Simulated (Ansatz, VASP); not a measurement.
# BN in VASP and in Ansatz

```
CELL_PARAMETERS angstrom
2.51200 0.00000 0.00000
-1.25600 2.17546 0.00000
0.00000 0.00000 26.00000
ATOMIC_POSITIONS crystal
B 0.00000 0.00000 0.51098
N 0.66667 0.33333 0.48902
```

Alike in both runs: task single point; functional PBE; dispersion D3(BJ); k mesh 12 × 12 × 1; occupations gaussian, width 0.02 eV; no spin polarisation.

```csv
,VASP,Ansatz
version,VASP 6.6.1,Ansatz 0.2.0
potentials or method,"VASP PAW PBE potentials, release 64 (B, N), cutoff 520 eV","scalar-relativistic, plane waves, PAW"
valence electrons in the cell,8,8
```

```csv
,VASP,Ansatz,Ansatz less VASP
gap on the k mesh at the Fermi level (eV),1.43,1.42,-0.006
least direct gap on the mesh (eV),1.43,1.42,-0.006
rms of the force components (eV/Å),4.743,4.750,+0.0077
```

Atom by atom the forces differ by 0.008 eV/Å (rms over components).
